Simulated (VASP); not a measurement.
Here is a VASP 6.6.1 calculation.

File INCAR:

```
ALGO = Fast ; EDIFF = 1E-7
ENCUT = 520 ; GGA = PS
ISIF = 2 ; ISMEAR = 0
LASPH = True ; LCHARG = False
LREAL = False ; LWAVE = False
NBANDS = 12 ; NELM = 100
PREC = Accurate ; SIGMA = 0.15
```

File KPOINTS:

```
k-points
0
Gamma
  20 20 20
```

POSCAR

```
Nb
1.0
    0.0132187500      2.1150000000      2.1150000000
    2.1282187500      0.0000000000      2.1282187500
    2.1150000000      2.1150000000      0.0132187500
Nb
1
Direct
    0.0000000000      0.0000000000      0.0000000000
```

Potentials or basis: VASP PAW PBE potentials, release 64 (Nb_sv).

Command:

```bash
$ cat potpaw_PBE.64/Nb_sv/POTCAR > POTCAR
$ mpirun -np 1 vasp_std > vasp.out
```

Estimate the band gap on the k mesh.

zero (an odd number of electrons rules out a gap without spin polarisation).

What does it give for the pressure?

-7.2 GPa.

Stress tensor (GPa, compression positive):
```
-7.18  0.00  0.66
 0.00 -7.21  0.00
 0.66  0.00 -7.18
```

Caveat: the cell differs from its parent crystal (strain +0.0125 x Voigt [0, 0, 0, 0, 1, 0]); the cell stands under tension; the PAW data sets were made with another functional, which shifts forces and pressure a little.
